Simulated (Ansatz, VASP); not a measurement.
In: VASP beside Ansatz

```
In
1.0
     3.40811    0.00000    0.00000
    -1.70405    2.95151    0.00000
     0.00000    0.00000   10.94183
In
4
Direct
  0.00000 0.00000 0.00000
  0.33333 0.66667 0.25000
  0.00000 0.00000 0.50000
  0.66667 0.33333 0.75000
```

Alike in both runs: task single point; functional r2SCAN; k mesh 8 × 8 × 3; occupations methfessel-paxton of order 1, width 0.15 eV; no spin polarisation.

```csv
,VASP,Ansatz
version,VASP 6.6.1,Ansatz 0.2.0
potentials or method,"VASP PAW PBE potentials, release 64 (In_d), cutoff 520 eV","plane waves, PAW"
valence electrons in the cell,52,52
```

|  | VASP | Ansatz | Ansatz less VASP |
| --- | --- | --- | --- |
| pressure (GPa) | -1.7 | -1.5 | +0.19 |
| traceless stress, the component that is largest in VASP (GPa) | 0.65 | 0.64 | -0.004 |

VASP's potentials were made for PBE, not for r2SCAN.
